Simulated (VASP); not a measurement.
Runs of VASP 6.6.1 on Ta. The structure is that of space group P6_3/mmc (No. 194), or close to it. The cells are those of the table. This isn't the form of Ta at room conditions, which is bcc.

```tsv
cell	k mesh	gap on the mesh (eV)	pressure (GPa)
a = 2.847, b = 2.847, c = 5.059 Å, angles 90.0, 90.0, 120.0°, 2 atoms	14 × 14 × 7	none	(a)
a = 2.886, b = 2.886, c = 5.128 Å, angles 90.0, 90.0, 120.0°, 2 atoms	21 × 21 × 10	none	0.7
a = 2.997, b = 2.997, c = 5.325 Å, angles 90.0, 90.0, 120.0°, 2 atoms	14 × 14 × 7	none	-17.6
a = 2.765, b = 2.765, c = 4.914 Å, angles 90.0, 90.0, 120.0°, 2 atoms	14 × 14 × 7	none	(b)
a = 2.961, b = 2.961, c = 5.261 Å, angles 90.0, 90.0, 120.0°, 2 atoms	14 × 14 × 7	none	(c)
a = 2.807, b = 2.807, c = 4.987 Å, angles 90.0, 90.0, 120.0°, 2 atoms	14 × 14 × 7	none	20.3
a = 2.886, b = 2.886, c = 5.128 Å, angles 90.0, 90.0, 120.0°, 2 atoms	14 × 14 × 7	none	0.8
a = 2.886, b = 2.886, c = 5.128 Å, angles 90.0, 90.0, 120.0°, 2 atoms	12 × 12 × 7	none	0.6
```

Alike in all rows: task single point; level r2SCAN; potentials or basis VASP PAW PBE potentials, release 64 (Ta_pv); no spin polarisation; cutoff (eV) 520; smearing fermi-dirac 0.1 eV.

Problem. Fill in the values left out.

Solution. (a) 9.6; (b) 33.2; (c) -12.6.

Caveats: the PAW data sets were made with another functional, which shifts forces and pressure a little; spin-orbit coupling is left out, which moves the levels of the heavy elements; the cell stands under pressure (at least some runs); the cell stands under tension (at least some runs).

A k mesh can miss the band edges, and the runs leave out spin-orbit coupling on Ta.

A gap of «none» marks levels without a gap at the run's occupations.
